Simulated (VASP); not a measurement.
Here is a VASP 6.6.1 calculation.

File INCAR:

```
SYSTEM = SnSe
  PREC = Accurate
  ENCUT = 500
  EDIFF = 1E-6
  ISMEAR = -1
  SIGMA = 0.02
  LREAL = .FALSE.
  LASPH = .TRUE.
  NELM = 120
  ALGO = Normal
  ISIF = 2
  LWAVE = .FALSE.
  LCHARG = .TRUE.
  GGA = PE
  LELF = .TRUE.
  LVHAR = .TRUE.
  NBANDS = 17
  GGA_COMPAT = .FALSE.
```

Contents of KPOINTS:

```
regular mesh
0
G
  13 13 13
  0 0 0
```

File POSCAR:

```
SnSe
1.0
    0.0000000000      3.0690345955      3.0690345955
    3.0690345955      0.0000000000      3.0690345955
    3.0690345955      3.0690345955      0.0000000000
Sn Se
1 1
Direct
    0.0000000000      0.0000000000      0.0000000000
    0.5000000000      0.5000000000      0.5000000000
```

Potentials or basis: VASP PAW PBE potentials, release 64 (Sn_d, Se).

Run with:

```sh
$ cat potpaw_PBE.64/Sn_d/POTCAR potpaw_PBE.64/Se/POTCAR > POTCAR
$ mpirun -np 1 vasp_std > vasp.out
```

Problem. What does it give for the pressure?

Solution. -1.7 GPa.
